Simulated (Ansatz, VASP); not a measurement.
**Two plane-wave programs on WS2**

```
W S
1.0
     3.16995    0.00000    0.00000
    -1.58497    2.74525    0.00000
     0.00000    0.00000   12.24125
W S
2 4
Direct
  0.33333 0.66667 0.25000
  0.66667 0.33333 0.75000
  0.66667 0.33333 0.37746
  0.66667 0.33333 0.12254
  0.33333 0.66667 0.87746
  0.33333 0.66667 0.62254
```

Change from the starting cell: uniaxial_z strain -2.0%.

Alike in both runs: task single point; functional r2SCAN; k mesh 12 × 12 × 2; no spin polarisation.

|  | VASP | Ansatz |
| --- | --- | --- |
| version | VASP 6.6.1 | Ansatz 0.2.0 |
| potentials or method | VASP PAW PBE potentials, release 64 (W_sv, S) | plane waves, PAW |
| plane-wave cutoff (eV) | 550 | 500 |
| occupations | gaussian, width 0.01 eV | fixed |
| valence electrons in the cell | 52 | 52 |

|  | VASP | Ansatz | Ansatz less VASP |
| --- | --- | --- | --- |
| gap on the k mesh at the Fermi level (eV) | 1.06 | 1.05 | -0.013 |
| pressure (GPa) | 2.1 | 1.8 | -0.21 |
| traceless stress, the component that is largest in VASP (GPa) | 0.45 | 0.51 | +0.061 |
| rms of the force components (eV/Å) | 0.015 | 0.025 | +0.0103 |

VASP's potentials were made for PBE, not for r2SCAN. Atom by atom the forces differ by 0.010 eV/Å (rms over components).

Spin-orbit coupling is off throughout.
